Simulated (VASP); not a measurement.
# HC12 (a cell with a defect) in VASP: a series of runs

Runs on HC12 (a cell with a defect). Level: PBE. Tasks: single point.

All numbers are computed with VASP 6.6.1; they aren't measurements. Logs are shortened: lines on timing, memory, paths and dates and some standing lists are left out, and cuts for length are marked.

**1. The cell of the first run**

The cell holds a defect, 13 atoms: a = 4.374 Å, b = 4.374 Å, c = 4.374 Å, α = 80.41°, β = 70.53°, γ = 60.00°.

**2. Single point, PBE**

INCAR reads:

```
PREC     = Accurate       # precision mode
ENCUT    = 520            # plane-wave cutoff, eV
EDIFF    = 1E-7           # SCF threshold, eV
ISMEAR   = 0              # smearing method
SIGMA    = 0.05           # smearing width, eV
LREAL    = False          # projectors in reciprocal space
LASPH    = True           # aspherical terms in the spheres
NELM     = 80             # most SCF steps
ALGO     = Normal         # electronic algorithm
ISIF     = 2              # what is computed and relaxed
LWAVE    = False          # write WAVECAR
LCHARG   = False          # write CHGCAR
GGA      = PE             # functional
NBANDS   = 36             # bands
NELECT   = 48.0
```

KPOINTS reads:

```
regular mesh
0
Gamma
  6 6 6
```

POSCAR reads:

```
HC12
1.0
   -3.5715485858     -1.7857742929     -1.7857742929
   -1.7857742929     -3.5715485858      1.7857742929
   -3.5715485858      1.7857742929      1.7857742929
C H
12 1
Direct
    0.9166666667      0.6666666667      0.2500000000
    0.5833333333      0.3333333333      0.2500000000
    0.2500000000      0.0000000000      0.2500000000
    0.0833333333      0.3333333333      0.7500000000
    0.7500000000      0.0000000000      0.7500000000
    0.4166666667      0.6666666667      0.7500000000
    0.5416666667      0.6666666667      0.3750000000
    0.2083333333      0.3333333333      0.3750000000
    0.8750000000      0.0000000000      0.3750000000
    0.7083333333      0.3333333333      0.8750000000
    0.3750000000      0.0000000000      0.8750000000
    0.0416666667      0.6666666667      0.8750000000
    0.7708333333      0.5833333333      0.1875000000
```

Potentials or basis: VASP PAW PBE potentials, release 64 (C, H).

The run is started by

```sh
$ cat potpaw_PBE.64/C/POTCAR potpaw_PBE.64/H/POTCAR > POTCAR
$ mpirun -np 1 vasp_std > vasp.out
```

OUTCAR:

```text
PREC = Accurate
   ENCUT = 520
   EDIFF = 1E-7
   ISMEAR = 0
   LREAL = False
   LASPH = True
   NELM = 80
   ISIF = 2
   GGA = PE
   NELECT = 48.0

 ion  position               nearest neighbor table
   1  0.917  0.667  0.250-  13 1.00   9 1.55  12 1.55   7 1.55   8 1.55
   2  0.583  0.333  0.250-   8 1.55  10 1.55   9 1.55   7 1.55
   3  0.250  0.000  0.250-   8 1.55   9 1.55  11 1.55   7 1.55
   4  0.083  0.333  0.750-   8 1.55  10 1.55  11 1.55  12 1.55
   5  0.750  0.000  0.750-  10 1.55   9 1.55  11 1.55  12 1.55
   6  0.417  0.667  0.750-  11 1.55   7 1.55  12 1.55  10 1.55
   7  0.542  0.667  0.375-  13 1.00   6 1.55   1 1.55   3 1.55   2 1.55
   8  0.208  0.333  0.375-   3 1.55   2 1.55   4 1.55   1 1.55
   9  0.875  0.000  0.375-   1 1.55   3 1.55   5 1.55   2 1.55
  10  0.708  0.333  0.875-   5 1.55   4 1.55   2 1.55   6 1.55
  11  0.375  0.000  0.875-   6 1.55   5 1.55   3 1.55   4 1.55
  12  0.042  0.667  0.875-   1 1.55   6 1.55   5 1.55   4 1.55
  13  0.771  0.583  0.188-   7 1.00   1 1.00

  LATTYP: Found a base centered monoclinic cell.
 ALAT       =     4.3742358134
 B/A-ratio  =     1.7320508076
 C/A-ratio  =     1.0000000000
 COS(beta)  =    -0.3333333333

  Lattice vectors:

 A1 = (   1.7857742929,  -1.7857742929,   3.5715485858)
 A2 = (   1.7857742929,   3.5715485858,  -1.7857742929)
 A3 = (  -3.5715485858,   1.7857742929,   1.7857742929)

Analysis of symmetry for initial positions (statically):
=====================================================================
 Subroutine PRICEL returns:
 Original cell was already a primitive cell.

 Routine SETGRP: Setting up the symmetry group for a
 base centered monoclinic supercell.

 Subroutine GETGRP returns: Found  1 space group operations
 (whereof  1 operations were pure point group operations)
 out of a pool of  4 trial point group operations.

The static configuration has the point symmetry C_1 .

Analysis of symmetry for dynamics (positions and initial velocities):
=====================================================================
 Subroutine PRICEL returns:
 Original cell was already a primitive cell.

 Routine SETGRP: Setting up the symmetry group for a
 base centered monoclinic supercell.

 Subroutine GETGRP returns: Found  1 space group operations
 (whereof  1 operations were pure point group operations)
 out of a pool of  4 trial point group operations.

The dynamic configuration has the point symmetry C_1 .

 Subroutine INISYM returns: Found  1 space group operations
 (whereof  1 operations are pure point group operations),
 and found     1 'primitive' translations

----------------------------------------------------------------------------------------

                                     Primitive cell

  volume of cell :      68.3378

  direct lattice vectors                    reciprocal lattice vectors
    -3.571548586 -1.785774293 -1.785774293    -0.139995296 -0.046665099 -0.233325493
    -1.785774293 -3.571548586  1.785774293     0.000000000 -0.186660394  0.186660394
    -3.571548586  1.785774293  1.785774293    -0.139995296  0.139995296  0.139995296

  length of vectors
     4.374235813  4.374235813  4.374235813     0.276074446  0.263977661  0.242478965

  position of ions in fractional coordinates (direct lattice)
     0.916666667  0.666666667  0.250000000
     0.583333333  0.333333333  0.250000000
     0.250000000  0.000000000  0.250000000
     0.083333333  0.333333333  0.750000000
     0.750000000  0.000000000  0.750000000
     0.416666667  0.666666667  0.750000000
     0.541666667  0.666666667  0.375000000
     0.208333333  0.333333333  0.375000000
     0.875000000  0.000000000  0.375000000
     0.708333333  0.333333333  0.875000000
     0.375000000  0.000000000  0.875000000
     0.041666667  0.666666667  0.875000000
     0.770833333  0.583333333  0.187500000

  ion indices of the primitive-cell ions
   primitive index   ion index
                 1           1
                 2           2
                 3           3
                 4           4
                 5           5
                 6           6
                 7           7
                 8           8
                 9           9
                10          10
                11          11
                12          12
                13          13

----------------------------------------------------------------------------------------

 KPOINTS: regular mesh

Automatic generation of k-mesh.
 Grid dimensions read from file:
 generate k-points for:    6    6    6

 Generating k-lattice:

  Cartesian coordinates                     Fractional coordinates (reciprocal lattice)
    -0.023332549 -0.007777516 -0.038887582     0.166666667 -0.000000000 -0.000000000
     0.000000000 -0.031110066  0.031110066     0.000000000  0.166666667  0.000000000
    -0.023332549  0.023332549  0.023332549     0.000000000  0.000000000  0.166666667

  Length of vectors
     0.046012408  0.043996277  0.040413161

  Shift w.r.t. Gamma in fractional coordinates (k-lattice)
     0.000000000  0.000000000  0.000000000

 Subroutine IBZKPT returns following result:
 ===========================================

 Found    112 irreducible k-points:

 Following reciprocal coordinates:
            Coordinates               Weight
  0.000000  0.000000  0.000000      1.000000
  0.166667  0.000000 -0.000000      2.000000
 -0.166667 -0.166667  0.000000      2.000000
  0.333333  0.000000 -0.000000      2.000000
 -0.333333 -0.333333  0.000000      2.000000
  0.500000  0.000000 -0.000000      1.000000
[... 16 lines left out ...]
 -0.166667 -0.166667 -0.166667      2.000000
  0.333333  0.000000  0.166667      2.000000
 [... further k-points ...]
   k-points           NKPTS =    112   k-points in BZ     NKDIM =    112   number of bands    NBANDS=     36
   number of dos      NEDOS =    301   number of ions     NIONS =     13
   total plane-waves  NPLWV =  46656
   dimension x,y,z NGX =    36 NGY =   36 NGZ =   36
   dimension x,y,z NGXF=    72 NGYF=   72 NGZF=   72
   ions per type =              12   1
   NGX,Y,Z   is equivalent  to a cutoff of  13.68, 13.68, 13.68 a.u.
   NGXF,Y,Z  is equivalent  to a cutoff of  27.36, 27.36, 27.36 a.u.
 SYSTEM =  unknown system
   PREC   = accura    normal or accurate (medium, high low for compatibility)
   ISTART =      0    job   : 0-new  1-cont  2-samecut
   ICHARG =      2    charge: 1-file 2-atom 10-const
   ISPIN  =      1    spin polarized calculation?
   LNONCOLLINEAR =      F non collinear calculations
   LSORBIT =      F    spin-orbit coupling
   LASPH  =      T    aspherical Exc in radial PAW
   ENCUT  =  520.0 eV  38.22 Ry    6.18 a.u.   8.13  8.13  8.13*2*pi/ulx,y,z
   NELM   =     80;   NELMIN=  2; NELMDL= -5     # of ELM steps
   EDIFF  = 0.1E-06   stopping-criterion for ELM
   LREAL  =      F    real-space projection
   EDIFFG = 0.1E-05   stopping-criterion for IOM
   NSW    =      0    number of steps for IOM
   IBRION =     -1    ionic relax: 0-MD 1-quasi-New 2-CG
   NFREE  =      0    steps in history (QN), initial steepest desc. (CG)
   ISIF   =      2    stress and relaxation
   ISYM   =      2    0-nonsym 1-usesym 2-fastsym
   POTIM  = 0.5000    time-step for ionic-motion
   TEBEG  =    0.0;   TEEND  =   0.0 temperature during run
   PSTRESS=    0.0 pullay stress
   NELECT =      48.0000    total number of electrons
   NUPDOWN=      -1.0000    fix difference up-down
   EMIN   =  10.00;   EMAX   =-10.00  energy-range for DOS
   EFERMI =   0.00;   METHOD = LEGACY
   ISMEAR =     0;   SIGMA  =   0.05  broadening in eV -4-tet -1-fermi 0-gaus
   EFERMI_NEDOS =   21; number of points for ismear=-14 and -15
   IALGO  =     38    algorithm
   IMIX   =      4    mixing-type and parameters
     AMIX     =   0.40;   BMIX     =  1.00
     AMIX_MAG =   1.60;   BMIX_MAG =  1.00
  volume/ion in A,a.u.               =       5.26        35.47
  Fermi-wavevector in a.u.,A,eV,Ry     =   1.455241  2.750007 28.813417  2.117726
  Thomas-Fermi vector in A             =   2.572298
   LORBIT       =      0    0 simple, 1 ext, 2 COOP (PROOUT), +10 PAW based schemes
   GGA     = PE    functional components
   LHFCALC =     F    Hartree Fock is set to
   AEXX    =    0.0000 exact exchange contribution
   IVDW    =     0    specifies the selected vdW correction
   LEPSILON=     F    determine dielectric tensor
   LRPA    =     F    only Hartree local field effects (RPA)
 non-spin polarized calculation
 Gauss-broadening in eV      SIGMA  =   0.05
  energy-cutoff  :      520.00
  volume of cell :       68.34
 maximum number of plane-waves:      1862
 NGX is ok and might be reduce to    36
   NGX = 17   NGY = 17   NGZ = 17

 number of electron      48.0000002 magnetization

 Free energy of the ion-electron system (eV)
  ---------------------------------------------------
  ext. energy  EPLUGINS =         0.00000000
  ---------------------------------------------------
  free energy    TOTEN  =      -117.41591951 eV

  energy without entropy =     -117.41591951  energy(sigma->0) =     -117.41591951

 E-fermi :  10.0542     XC(G=0): -13.2189

 val. band max:        9.8419669729   @ k =   0.0000   0.0000   0.0000
 cond. band min:      13.1795566505   @ k =   0.3333  -0.3333   0.3333
 fundamental gap:      3.3375896777
 Fermi energy:        10.0541653509

 k-point     1 :       0.0000    0.0000    0.0000
  band No.  band energies     occupation
      1     -12.7584      2.00000
      2      -8.0169      2.00000
      3      -5.3582      2.00000
      4      -4.4400      2.00000
      5      -4.1476      2.00000
      6      -3.8741      2.00000
[... 28 lines left out ...]
     35      19.3873      0.00000
     36      20.0499      0.00000
[... 866 lines left out ...]
      6      -4.6876      2.00000
[... 28 lines left out ...]
     35      18.9248      0.00000
     36      20.1437      0.00000

 [... further k-points ...]

------------------------ aborting loop because EDIFF is reached ----------------------------------------

  FORCE on cell =-STRESS in cart. coord.  units (eV):
  Direction    XX          YY          ZZ          XY          YZ          ZX
  --------------------------------------------------------------------------------------
  -------------------------------------------------------------------------------------
  Total       -3.9498623     -5.6578746     -3.9136578      3.9780495      3.9206605      0.7276658
  in kB      -92.6043939   -132.6486866    -91.7555799     93.2652408     91.9197591     17.0601021
  external PRESSURE =    -105.6695535 kB  Pullay stress =       0.0000000 kB

 VOLUME and BASIS-vectors are now :
 -----------------------------------------------------------------------------
  energy-cutoff  :      520.00
  volume of cell :       68.34
      direct lattice vectors                 reciprocal lattice vectors
    -3.571548586 -1.785774293 -1.785774293    -0.139995296 -0.046665099 -0.233325493
    -1.785774293 -3.571548586  1.785774293     0.000000000 -0.186660394  0.186660394
    -3.571548586  1.785774293  1.785774293    -0.139995296  0.139995296  0.139995296

 POSITION                                       TOTAL-FORCE (eV/Angst)
 -----------------------------------------------------------------------------------
     -5.35732     -3.57155     -0.00000        -8.978031     -4.866148     -1.797523
     -3.57155     -1.78577     -0.00000         1.283530      1.083795     -0.445900
     -1.78577      0.00000      0.00000         0.384514     -0.311791     -0.360882
     -3.57155      0.00000      1.78577         0.049243      0.124209     -0.145883
     -5.35732      0.00000      0.00000        -0.038952      0.189242      0.232708
     -5.35732     -1.78577      1.78577        -1.061763      0.272919     -0.081897
     -4.46444     -2.67866      0.89289         1.706039      4.854830      9.100375
     -2.67866     -0.89289      0.89289        -0.386907      0.419340      0.277073
     -4.46444     -0.89289     -0.89289        -0.139521      0.222400      0.763400
     -6.25021     -0.89289      0.89289         0.355149     -0.118226     -0.304655
     -4.46444      0.89289      0.89289         0.197622     -0.253687     -0.166236
     -4.46444     -0.89289      2.67866         0.838123     -1.587439     -1.277996
     -4.46444     -3.12511      0.00000         5.790955     -0.029446     -5.792585
 -----------------------------------------------------------------------------------
    total drift:                                0.000030     -0.000026     -0.000008

  FREE ENERGIE OF THE ION-ELECTRON SYSTEM (eV)
  ---------------------------------------------------
  free  energy   TOTEN  =      -117.4159195112 eV

  energy  without entropy=     -117.4159195112  energy(sigma->0) =     -117.41591951
```

Run time: 2.2 min. Hardware: 1 thread of Intel Xeon 6975P-C (Granite Rapids), shared host; peak memory 0.32 GiB.

What came out:

- Free energy: -117.4159 eV
- Largest force: 10.455 eV/Å

Forces in eV/Å, atoms in the order of the input:
```
C   -8.978 -4.866 -1.798
C    1.284  1.084 -0.446
C    0.385 -0.312 -0.361
C    0.049  0.124 -0.146
C   -0.039  0.189  0.233
C   -1.062  0.273 -0.082
C    1.706  4.855  9.100
C   -0.387  0.419  0.277
C   -0.140  0.222  0.763
C    0.355 -0.118 -0.305
C    0.198 -0.254 -0.166
C    0.838 -1.587 -1.278
H    5.791 -0.029 -5.793
```

Caveat: the cell carries a net charge on a neutralising background, which shifts energy and pressure; the cell is charged against a uniform background, so pressure and absolute levels hang on convention.

**3. Single point, PBE**

INCAR reads:

```
PREC = Accurate ; ENCUT = 520
EDIFF = 1E-6 ; ISMEAR = 0
SIGMA = 0.05 ; LREAL = F
LASPH = T ; NELM = 80
ALGO = Normal ; ISIF = 2
LWAVE = F ; LCHARG = T
GGA = PE ; LELF = T
LVHAR = T ; NBANDS = 36
NELECT = 48.0
```

KPOINTS reads:

```
Automatic mesh
0
Gamma
  6 6 6
```

POSCAR, as its differences from that of step 2:

```diff
@@ -20,2 +20,2 @@
     0.0416666667      0.6666666667      0.8750000000
-    0.7708333333      0.5833333333      0.1875000000
+    0.6875000000      0.5000000000      0.1875000000
```

Potentials or basis: VASP PAW PBE potentials, release 64 (C, H).

The run is started by

```sh
$ cat potpaw_PBE.64/C/POTCAR potpaw_PBE.64/H/POTCAR > POTCAR
$ mpirun -np 1 vasp_std > vasp.out
```

Wall time 2 min (1 thread of Intel Xeon 6975P-C (Granite Rapids), shared host); peak memory 0.32 GiB.

The run converged. Its results:

- Free energy: -117.4320 eV
- Largest force: 10.381 eV/Å

Forces in eV/Å, atoms in the order of the input:
```
C   -1.143 -1.271 -0.480
C    4.822  8.836 -1.739
C    0.415 -0.231 -0.383
C   -0.244 -0.068 -0.246
C   -0.134  0.253  0.235
C   -0.198  0.869  0.024
C   -4.876 -1.553  9.032
C   -0.132  0.067  0.823
C   -0.534  0.279  0.291
C    1.462 -0.539 -1.239
C    0.245 -0.426 -0.270
C    0.249 -0.442 -0.258
H    0.068 -5.774 -5.789
```

Levels at points of the mesh, in eV from the Fermi level:
```
           k point  band 21  band 22  band 23  band 24  band 25  band 26  band 27  band 28
(0.00, 0.00, 0.00)    -3.14    -0.54    -0.36    -0.24     4.22     5.02     5.12     5.60
(0.50, 0.00, 0.00)    -4.49    -4.32    -2.86    -2.15     4.97     5.72     6.10     6.63
(0.50, 0.50, 0.00)    -4.66    -4.29    -2.46    -2.10     3.87     5.82     6.10     6.54
(0.00, 0.50, 0.00)    -3.28    -3.06    -1.88    -1.63     4.16     4.20     5.35     7.32
(0.00, 0.00, 0.50)    -2.97    -2.42    -1.69    -1.66     4.95     6.42     6.54     7.01
(0.50, 0.00, 0.50)    -3.90    -3.60    -3.07    -3.01     3.65     4.39     5.33     5.70
(0.50, 0.50, 0.50)    -3.67    -3.66    -3.10    -3.06     3.55     4.43     5.45     5.65
(0.00, 0.50, 0.50)    -4.58    -4.37    -4.05    -4.00     4.47     4.97     5.90     5.96
```

Caveat: the cell carries a net charge on a neutralising background, which shifts energy and pressure; the cell is charged against a uniform background, so pressure and absolute levels hang on convention.

**4. Single point, PBE**

INCAR reads:

```
SYSTEM = HC12
PREC = Accurate
ENCUT = 520
EDIFF = 1E-6
ISMEAR = 0
SIGMA = 0.05
LREAL = .FALSE.
LASPH = .TRUE.
NELM = 60
ALGO = Normal
ISIF = 2
LWAVE = .FALSE.
LCHARG = .FALSE.
GGA = PE
NBANDS = 36
NELECT = 48.0
```

KPOINTS reads:

```
regular mesh
0
G
  6 6 6
  0 0 0
```

POSCAR, as its differences from that of step 3:

```diff
@@ -20,2 +20,2 @@
     0.0416666667      0.6666666667      0.8750000000
-    0.6875000000      0.5000000000      0.1875000000
+    0.5208333333      0.5833333333     -0.0625000000
```

The run is started by

```sh
$ cat potpaw_PBE.64/C/POTCAR potpaw_PBE.64/H/POTCAR > POTCAR
$ mpirun -np 1 vasp_std > vasp.out
```

It took 2 min on 1 thread of Intel Xeon 6975P-C (Granite Rapids), shared host; peak memory 0.32 GiB.

The run converged. Its results:

| Property | Result |
| --- | --- |
| Free energy | -117.4268 eV |
| Largest force | 10.454 eV/Å |

Forces in eV/Å, atoms in the order of the input:
```
C   -0.204  0.121  0.165
C   -1.205  1.582  0.610
C   -0.354  0.270  0.635
C    0.169 -0.468 -0.381
C    0.858 -0.263  0.008
C    9.147 -4.814  1.568
C   -0.469 -0.256 -0.719
C    0.327 -0.061 -0.118
C    0.123 -0.273 -0.203
C   -1.784  4.751 -8.813
C   -0.522 -1.024  1.135
C   -0.304  0.355  0.361
H   -5.781  0.078  5.752
```

Levels at points of the mesh, in eV from the Fermi level:
```csv
k point,band 20,band 21,band 22,band 23,band 24,band 25,band 26,band 27,band 28,band 29
"(0.00, 0.00, 0.00)",-3.56,-3.18,-0.58,-0.40,-0.28,4.19,4.98,5.08,5.80,6.24
"(0.50, 0.00, 0.00)",-4.82,-4.64,-4.32,-2.64,-2.16,4.61,5.04,6.12,6.56,7.37
"(0.50, 0.50, 0.00)",-4.80,-4.59,-4.36,-2.91,-2.12,4.99,5.91,5.96,6.40,7.06
"(0.00, 0.50, 0.00)",-5.10,-3.24,-3.15,-1.78,-1.62,3.50,4.40,6.26,7.15,7.40
"(0.00, 0.00, 0.50)",-5.22,-3.01,-2.45,-1.72,-1.70,4.81,6.26,6.62,6.86,7.08
"(0.50, 0.00, 0.50)",-4.00,-3.86,-3.69,-3.17,-3.07,4.06,4.15,4.93,5.56,6.33
"(0.50, 0.50, 0.50)",-4.14,-3.96,-3.68,-3.15,-3.05,3.61,4.37,5.25,5.78,6.77
"(0.00, 0.50, 0.50)",-4.81,-4.65,-4.37,-4.06,-4.02,3.83,5.36,5.76,5.99,6.17
```

Caveat: the cell carries a net charge on a neutralising background, which shifts energy and pressure; the cell is charged against a uniform background, so pressure and absolute levels hang on convention.
